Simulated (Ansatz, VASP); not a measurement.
## Sn in VASP and in Ansatz

Contents of POSCAR:

```
Sn
1.0
   -1.9230697500      1.9230697500      1.8390642821
    1.9230697500     -1.9230697500      1.8390642821
    1.9230697500      1.9230697500     -1.8390642821
Sn
1
Direct
    0.0000000000      0.0000000000      0.0000000000
```

File INCAR.step1:

```
PREC     = Accurate       # precision mode
ENCUT    = 520            # plane-wave cutoff, eV
ISMEAR   = -1             # smearing method
SIGMA    = 0.1            # smearing width, eV
LREAL    = F              # projectors in reciprocal space
LASPH    = T              # aspherical terms in the spheres
NELM     = 60             # most SCF steps
NBANDS   = 13             # bands
GGA      = PE             # functional
ALGO     = Normal         # electronic algorithm
EDIFF    = 1E-4           # SCF threshold, eV
LWAVE    = T              # write WAVECAR
LCHARG   = F              # write CHGCAR
```

Contents of INCAR.step2:

```
PREC     = Accurate       # precision mode
ENCUT    = 520            # plane-wave cutoff, eV
EDIFF    = 1E-7           # SCF threshold, eV
ISMEAR   = -1             # smearing method
SIGMA    = 0.1            # smearing width, eV
LREAL    = F              # projectors in reciprocal space
LASPH    = T              # aspherical terms in the spheres
NELM     = 60             # most SCF steps
ALGO     = Normal         # electronic algorithm
ISIF     = 2              # what is computed and relaxed
LWAVE    = F              # write WAVECAR
LCHARG   = F              # write CHGCAR
METAGGA  = R2SCAN         # meta-GGA
LMIXTAU  = T            
NBANDS   = 13             # bands
ISTART   = 1
```

File KPOINTS:

```
regular mesh
0
Gamma
  13 13 13
```

Input for Ansatz:

```yaml
crystal:
  lattice:
    - [-1.9230697499999998, 1.9230697499999998, 1.8390642820743044]
    - [1.9230697499999998, -1.9230697499999998, 1.8390642820743044]
    - [1.9230697499999998, 1.9230697499999998, -1.8390642820743044]
  atoms:
    - { symbol: Sn, position: [0.0, 0.0, 0.0] }
basis:
  ecutwfc: 520.0
kpoints:
  mp_grid:
    grid: [13, 13, 13]
hamiltonian:
  xc: r2scan
  pseudopotentials:
    kind: paw
scf:
  occupations:
    method: fermi_dirac
output:
  stress: true
```

Alike in both runs: task single point; functional r2SCAN; k mesh 13 × 13 × 13; no spin polarisation.

|  | VASP | Ansatz |
| --- | --- | --- |
| version | VASP 6.6.1 | Ansatz 0.2.0 |
| potentials or method | VASP PAW PBE potentials, release 64 (Sn_d), cutoff 520 eV | plane waves, PAW |
| occupations | fermi-dirac, width 0.1 eV | fermi-dirac |
| valence electrons in the cell | 14 | 14 |

```tsv
	VASP	Ansatz	Ansatz less VASP
pressure (GPa)	-0.4	-0.4	0.00
traceless stress, the component that is largest in VASP (GPa)	-0.69	-0.70	-0.008
```

VASP's potentials were made for PBE, not for r2SCAN.
